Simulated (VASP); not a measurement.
# SiO2 (P6_222) in VASP: further runs

Runs on SiO2. Level: PBE. Tasks: single point.

Program: VASP 6.6.1. These are calculated values, not measurements. Logs are shortened: lines on timing, memory, paths and dates and some standing lists are left out, and cuts for length are marked.

**1. The cell of the first run**

The structure is hexagonal, space group P6_222 (No. 180). Conventional cell: a = 5.513 Å, b = 5.513 Å, c = 5.808 Å, α = 90.00°, β = 90.00°, γ = 120.00°. Within 2.3 Å of Si (site symmetry 222) lie 4 O at 1.73 Å. Within 2.3 Å of O (site symmetry 2) lie 2 Si at 1.73 Å.

**2. Single point, PBE (strain +0.080 along x and y, +0.040 along z)**

Input file INCAR:

```
  PREC = Accurate
  ENCUT = 520
  EDIFF = 1E-6
  ISMEAR = 0
  SIGMA = 0.05
  LREAL = F
  LASPH = T
  NELM = 60
  ALGO = Normal
  ISIF = 2
  LWAVE = F
  LCHARG = F
  GGA = PE
  NBANDS = 34
```

Input file KPOINTS:

```
Automatic mesh
0
Gamma
  6 6 4
```

Input file POSCAR:

```
SiO2
1.0
    5.5132877432      0.0000000000      0.0000000000
   -2.7566438716      4.7746472440      0.0000000000
    0.0000000000      0.0000000000      5.8080733617
Si O
3 6
Direct
    0.5000000000      0.0000000000      0.0000000000
    0.5000000000      0.5000000000      0.3333333333
    0.0000000000      0.5000000000      0.6666666667
    0.4159266453      0.2079633227      0.1666666667
    0.2079633227      0.4159266453      0.5000000000
    0.7920366773      0.2079633227      0.8333333333
    0.5840733547      0.7920366773      0.1666666667
    0.7920366773      0.5840733547      0.5000000000
    0.2079633227      0.7920366773      0.8333333333
```

Potentials or basis: VASP PAW PBE potentials, release 64 (Si, O).

On the command line:

```
$ cat potpaw_PBE.64/Si/POTCAR potpaw_PBE.64/O/POTCAR > POTCAR
$ mpirun -np 1 vasp_std > vasp.out
```

OUTCAR:

```text
PREC = Accurate
   ENCUT = 520
   EDIFF = 1E-6
   ISMEAR = 0
   LREAL = F
   LASPH = T
   NELM = 60
   ISIF = 2
   GGA = PE

 ion  position               nearest neighbor table
   1  0.500  0.000  0.000-   6 1.73   9 1.73   7 1.73   4 1.73
   2  0.500  0.500  0.333-   4 1.73   7 1.73   5 1.73   8 1.73
   3  0.000  0.500  0.667-   6 1.73   9 1.73   8 1.73   5 1.73
   4  0.416  0.208  0.167-   2 1.73   1 1.73
   5  0.208  0.416  0.500-   2 1.73   3 1.73
   6  0.792  0.208  0.833-   3 1.73   1 1.73
   7  0.584  0.792  0.167-   2 1.73   1 1.73
   8  0.792  0.584  0.500-   2 1.73   3 1.73
   9  0.208  0.792  0.833-   3 1.73   1 1.73

  LATTYP: Found a hexagonal cell.
 ALAT       =     5.5132877432
 C/A-ratio  =     1.0534682085

  Lattice vectors:

 A1 = (   5.5132877432,   0.0000000000,   0.0000000000)
 A2 = (  -2.7566438716,   4.7746472440,   0.0000000000)
 A3 = (   0.0000000000,   0.0000000000,   5.8080733617)

Analysis of symmetry for initial positions (statically):
=====================================================================
 Subroutine PRICEL returns:
 Original cell was already a primitive cell.

 Routine SETGRP: Setting up the symmetry group for a
 hexagonal supercell.

 Subroutine GETGRP returns: Found 12 space group operations
 (whereof  4 operations were pure point group operations)
 out of a pool of 24 trial point group operations.

The static configuration has the point symmetry D_2 .
 The point group associated with its full space group is D_6 .

Analysis of symmetry for dynamics (positions and initial velocities):
=====================================================================
 Subroutine PRICEL returns:
 Original cell was already a primitive cell.

 Routine SETGRP: Setting up the symmetry group for a
 hexagonal supercell.

 Subroutine GETGRP returns: Found 12 space group operations
 (whereof  4 operations were pure point group operations)
 out of a pool of 24 trial point group operations.

The dynamic configuration has the point symmetry D_2 .
 The point group associated with its full space group is D_6 .

 Subroutine INISYM returns: Found 12 space group operations
 (whereof  4 operations are pure point group operations),
 and found     1 'primitive' translations

----------------------------------------------------------------------------------------

                                     Primitive cell

  volume of cell :     152.8917

  direct lattice vectors                    reciprocal lattice vectors
     5.513287743  0.000000000  0.000000000     0.181379976  0.104719778  0.000000000
    -2.756643872  4.774647244  0.000000000     0.000000000  0.209439556  0.000000000
     0.000000000  0.000000000  5.808073362     0.000000000  0.000000000  0.172174134

  length of vectors
     5.513287743  5.513287743  5.808073362     0.209439556  0.209439556  0.172174134

  position of ions in fractional coordinates (direct lattice)
     0.500000000  0.000000000  0.000000000
     0.500000000  0.500000000  0.333333333
     0.000000000  0.500000000  0.666666667
     0.415926645  0.207963323  0.166666667
     0.207963323  0.415926645  0.500000000
     0.792036677  0.207963323  0.833333333
     0.584073355  0.792036677  0.166666667
     0.792036677  0.584073355  0.500000000
     0.207963323  0.792036677  0.833333333

  ion indices of the primitive-cell ions
   primitive index   ion index
                 1           1
                 2           2
                 3           3
                 4           4
                 5           5
                 6           6
                 7           7
                 8           8
                 9           9

----------------------------------------------------------------------------------------

 KPOINTS: Automatic mesh

Automatic generation of k-mesh.
 Grid dimensions read from file:
 generate k-points for:    6    6    4

 Generating k-lattice:

  Cartesian coordinates                     Fractional coordinates (reciprocal lattice)
     0.030229996  0.017453296  0.000000000     0.166666667 -0.000000000  0.000000000
     0.000000000  0.034906593  0.000000000     0.000000000  0.166666667  0.000000000
     0.000000000  0.000000000  0.043043533     0.000000000  0.000000000  0.250000000

  Length of vectors
     0.034906593  0.034906593  0.043043533

  Shift w.r.t. Gamma in fractional coordinates (k-lattice)
     0.000000000  0.000000000  0.000000000

 Subroutine IBZKPT returns following result:
 ===========================================

 Found     21 irreducible k-points:

 Following reciprocal coordinates:
            Coordinates               Weight
  0.000000  0.000000  0.000000      1.000000
  0.166667  0.000000  0.000000      6.000000
  0.333333 -0.000000  0.000000      6.000000
  0.500000 -0.000000  0.000000      3.000000
  0.166667  0.166667  0.000000      6.000000
  0.333333  0.166667  0.000000     12.000000
[... 13 lines left out ...]
  0.333333  0.166667  0.500000     12.000000
  0.333333  0.333333  0.500000      2.000000
   k-points           NKPTS =     21   k-points in BZ     NKDIM =     21   number of bands    NBANDS=     34
   number of dos      NEDOS =    301   number of ions     NIONS =      9
   total plane-waves  NPLWV =  84672
   dimension x,y,z NGX =    42 NGY =   42 NGZ =   48
   dimension x,y,z NGXF=    84 NGYF=   84 NGZF=   96
   ions per type =               3   6
   NGX,Y,Z   is equivalent  to a cutoff of  12.66, 12.66, 13.74 a.u.
   NGXF,Y,Z  is equivalent  to a cutoff of  25.33, 25.33, 27.48 a.u.
 SYSTEM =  unknown system
   PREC   = accura    normal or accurate (medium, high low for compatibility)
   ISTART =      0    job   : 0-new  1-cont  2-samecut
   ICHARG =      2    charge: 1-file 2-atom 10-const
   ISPIN  =      1    spin polarized calculation?
   LNONCOLLINEAR =      F non collinear calculations
   LSORBIT =      F    spin-orbit coupling
   LASPH  =      T    aspherical Exc in radial PAW
   ENCUT  =  520.0 eV  38.22 Ry    6.18 a.u.  10.25 10.25 10.80*2*pi/ulx,y,z
   NELM   =     60;   NELMIN=  2; NELMDL= -5     # of ELM steps
   EDIFF  = 0.1E-05   stopping-criterion for ELM
   LREAL  =      F    real-space projection
   EDIFFG = 0.1E-04   stopping-criterion for IOM
   NSW    =      0    number of steps for IOM
   IBRION =     -1    ionic relax: 0-MD 1-quasi-New 2-CG
   NFREE  =      0    steps in history (QN), initial steepest desc. (CG)
   ISIF   =      2    stress and relaxation
   ISYM   =      2    0-nonsym 1-usesym 2-fastsym
   POTIM  = 0.5000    time-step for ionic-motion
   TEBEG  =    0.0;   TEEND  =   0.0 temperature during run
   PSTRESS=    0.0 pullay stress
   NELECT =      48.0000    total number of electrons
   NUPDOWN=      -1.0000    fix difference up-down
   EMIN   =  10.00;   EMAX   =-10.00  energy-range for DOS
   EFERMI =   0.00;   METHOD = LEGACY
   ISMEAR =     0;   SIGMA  =   0.05  broadening in eV -4-tet -1-fermi 0-gaus
   EFERMI_NEDOS =   21; number of points for ismear=-14 and -15
   IALGO  =     38    algorithm
   IMIX   =      4    mixing-type and parameters
     AMIX     =   0.40;   BMIX     =  1.00
     AMIX_MAG =   1.60;   BMIX_MAG =  1.00
  volume/ion in A,a.u.               =      16.99       114.64
  Fermi-wavevector in a.u.,A,eV,Ry     =   1.112655  2.102613 16.844031  1.238001
  Thomas-Fermi vector in A             =   2.249232
   LORBIT       =      0    0 simple, 1 ext, 2 COOP (PROOUT), +10 PAW based schemes
   GGA     = PE    functional components
   LHFCALC =     F    Hartree Fock is set to
   AEXX    =    0.0000 exact exchange contribution
   IVDW    =     0    specifies the selected vdW correction
   LEPSILON=     F    determine dielectric tensor
   LRPA    =     F    only Hartree local field effects (RPA)
 non-spin polarized calculation
 Gauss-broadening in eV      SIGMA  =   0.05
  energy-cutoff  :      520.00
  volume of cell :      152.89
 maximum number of plane-waves:      4136
 NGX is ok and might be reduce to    42
   NGX = 21   NGY = 21   NGZ = 21

 number of electron      47.9999999 magnetization

 Free energy of the ion-electron system (eV)
  ---------------------------------------------------
  ext. energy  EPLUGINS =         0.00000000
  ---------------------------------------------------
  free energy    TOTEN  =       -68.90110355 eV

  energy without entropy =      -68.90110355  energy(sigma->0) =      -68.90110355

 E-fermi :  -0.6283     XC(G=0):  -7.8744

 val. band max:       -0.8950491828   @ k =   0.5000  -0.0000   0.0000
 cond. band min:       2.8680005393   @ k =   0.0000   0.0000   0.0000
 fundamental gap:      3.7630497220
 Fermi energy:        -0.6282684269

 k-point     1 :       0.0000    0.0000    0.0000
  band No.  band energies     occupation
      1     -19.2248      2.00000
      2     -18.0996      2.00000
      3     -18.0996      2.00000
      4     -17.7145      2.00000
      5     -17.7005      2.00000
      6     -17.7005      2.00000
[... 26 lines left out ...]
     33       9.2164      0.00000
     34      10.0978      0.00000

 k-point     2 :       0.1667    0.0000    0.0000
  band No.  band energies     occupation
      1     -19.1696      2.00000
      2     -18.1914      2.00000
      3     -18.1067      2.00000
      4     -17.7079      2.00000
      5     -17.6922      2.00000
      6     -17.6917      2.00000
[... 26 lines left out ...]
     33       9.1031      0.00000
     34      10.1788      0.00000
[... 664 lines left out ...]
     33       8.8425      0.00000
     34       9.3270      0.00000

 k-point    21 :       0.3333    0.3333    0.5000
  band No.  band energies     occupation
      1     -18.8687      2.00000
      2     -18.3599      2.00000
      3     -18.3599      2.00000
      4     -17.6994      2.00000
      5     -17.6756      2.00000
      6     -17.6756      2.00000
[... 26 lines left out ...]
     33       9.2544      0.00000
     34       9.3723      0.00000

------------------------ aborting loop because EDIFF is reached ----------------------------------------

  FORCE on cell =-STRESS in cart. coord.  units (eV):
  Direction    XX          YY          ZZ          XY          YZ          ZX
  --------------------------------------------------------------------------------------
  -------------------------------------------------------------------------------------
  Total      -22.4136629    -22.4136629    -19.4876089      0.0000000      0.0000000      0.0000000
  in kB     -234.8763963   -234.8763963   -204.2138029      0.0000000      0.0000000      0.0000000
  external PRESSURE =    -224.6555318 kB  Pullay stress =       0.0000000 kB

 VOLUME and BASIS-vectors are now :
 -----------------------------------------------------------------------------
  energy-cutoff  :      520.00
  volume of cell :      152.89
      direct lattice vectors                 reciprocal lattice vectors
     5.513287743  0.000000000  0.000000000     0.181379976  0.104719778  0.000000000
    -2.756643872  4.774647244  0.000000000     0.000000000  0.209439556  0.000000000
     0.000000000  0.000000000  5.808073362     0.000000000  0.000000000  0.172174134

 POSITION                                       TOTAL-FORCE (eV/Angst)
 -----------------------------------------------------------------------------------
      2.75664      0.00000      0.00000         0.000000      0.000000     -0.000000
      1.37832      2.38732      1.93602         0.000000      0.000000      0.000000
     -1.37832      2.38732      3.87205         0.000000      0.000000     -0.000000
      1.71984      0.99295      0.96801         0.898291      0.518628     -0.000000
      0.00000      1.98590      2.90404         0.000000      1.037257     -0.000000
      3.79345      0.99295      4.84006        -0.898291      0.518628      0.000000
      1.03680      3.78170      0.96801        -0.898291     -0.518628      0.000000
      2.75664      2.78874      2.90404         0.000000     -1.037257     -0.000000
     -1.03680      3.78170      4.84006         0.898291     -0.518628     -0.000000
 -----------------------------------------------------------------------------------
    total drift:                               -0.000000      0.000000      0.000001

  FREE ENERGIE OF THE ION-ELECTRON SYSTEM (eV)
  ---------------------------------------------------
  free  energy   TOTEN  =       -68.9011035513 eV

  energy  without entropy=      -68.9011035513  energy(sigma->0) =      -68.90110355
```

Wall time 1.7 min (1 thread of Intel Xeon Platinum 8375C at 2.90GHz (Ice Lake), shared host); peak memory 0.3 GiB.

Results:

| Quantity | Value |
| --- | --- |
| Free energy | -68.9011 eV |
| Pressure | -22.5 GPa |
| Largest force | 1.037 eV/Å |
| Band gap on the k mesh | 3.76 eV, indirect (least direct gap 3.96 eV) |

Forces on the atoms (eV/Å):
```
Si   0.000  0.000  0.000
Si   0.000  0.000  0.000
Si   0.000  0.000  0.000
O    0.898  0.519  0.000
O    0.000  1.037  0.000
O   -0.898  0.519  0.000
O   -0.898 -0.519  0.000
O    0.000 -1.037  0.000
O    0.898 -0.519  0.000
```

Levels at points of the mesh, in eV from the valence-band top:
```csv
k point,band 22,band 23,band 24,band 25,band 26,band 27
"(0.00, 0.00, 0.00)",-0.32,-0.32,-0.20,3.76,7.54,7.54
"(0.50, 0.00, 0.00)",-0.71,-0.24,0.00,5.70,6.56,7.77
"(0.00, 0.00, 0.50)",-0.23,-0.03,-0.03,5.61,5.61,7.52
"(0.50, 0.00, 0.50)",-0.55,-0.54,-0.28,5.49,6.66,8.26
```

Caveat: the cell differs from its parent crystal (strain +0.080 along x and y, +0.040 along z); forces of over 1 eV/Å act on the atoms, so gaps and moduli don't describe the material at rest.

**3. Single point, PBE (strain +0.080 along x and y, +0.080 along z)**

Input file INCAR:

```
SYSTEM = SiO2
PREC     = Accurate       ! precision mode
ENCUT    = 520            ! plane-wave cutoff, eV
EDIFF    = 1E-7           ! SCF threshold, eV
ISMEAR   = 0              ! smearing method
SIGMA    = 0.05           ! smearing width, eV
LREAL    = .False.        ! projectors in reciprocal space
LASPH    = .True.         ! aspherical terms in the spheres
NELM     = 80             ! most SCF steps
ALGO     = Normal         ! electronic algorithm
ISIF     = 2              ! what is computed and relaxed
LWAVE    = .False.        ! write WAVECAR
LCHARG   = .False.        ! write CHGCAR
GGA      = PE             ! functional
NBANDS   = 34             ! bands
```

Input file KPOINTS:

```
Automatic mesh
0
Gamma
  6 6 4
  0 0 0
```

POSCAR: that of step 2 with these lines changed.

```diff
@@ -4,3 +4,3 @@
    -2.7566438716      4.7746472440      0.0000000000
-    0.0000000000      0.0000000000      5.8080733617
+    0.0000000000      0.0000000000      6.0314607987
 Si O
```

Potentials or basis: VASP PAW PBE potentials, release 64 (Si, O).

On the command line:

```
$ cat potpaw_PBE.64/Si/POTCAR potpaw_PBE.64/O/POTCAR > POTCAR
$ mpirun -np 1 vasp_std > vasp.out
```

Wall time 100 s (1 thread of Intel Xeon Platinum 8375C at 2.90GHz (Ice Lake), shared host); peak memory 0.3 GiB.

The run converged. Its results:

```yaml
Free_energy: -68.0736 eV
Pressure: -24.7 GPa
Largest_force: 1.113 eV/Å
Band_gap_on_the_k_mesh: 3.34 eV, indirect (least direct gap 3.47 eV)
```

Forces in eV/Å, atoms in the order of the input:
```
Si   0.000  0.000  0.000
Si   0.000  0.000  0.000
Si   0.000  0.000  0.000
O    0.964  0.556  0.000
O    0.000  1.113  0.000
O   -0.964  0.556  0.000
O   -0.964 -0.556  0.000
O    0.000 -1.113  0.000
O    0.964 -0.556  0.000
```

Stress tensor (GPa, compression positive):
```
-24.65   0.00   0.00
  0.00 -24.65   0.00
  0.00   0.00 -24.90
```

Levels at points of the mesh, in eV from the valence-band top:
| k point | band 21 | band 22 | band 23 | band 24 | band 25 | band 26 | band 27 | band 28 |
| --- | --- | --- | --- | --- | --- | --- | --- | --- |
| (0.00, 0.00, 0.00) | -0.75 | -0.30 | -0.30 | -0.13 | 3.34 | 7.31 | 7.31 | 7.62 |
| (0.50, 0.00, 0.00) | -0.82 | -0.70 | -0.26 | 0.00 | 5.29 | 6.17 | 7.36 | 8.22 |
| (0.00, 0.00, 0.50) | -0.80 | -0.28 | 0.00 | 0.00 | 5.18 | 5.18 | 7.35 | 8.12 |
| (0.50, 0.00, 0.50) | -0.65 | -0.57 | -0.55 | -0.23 | 4.99 | 6.16 | 7.95 | 8.20 |

Caveat: the cell differs from its parent crystal (strain +0.080 along x and y, +0.080 along z); forces of over 1 eV/Å act on the atoms, so gaps and moduli don't describe the material at rest. A k mesh can miss the band edges.
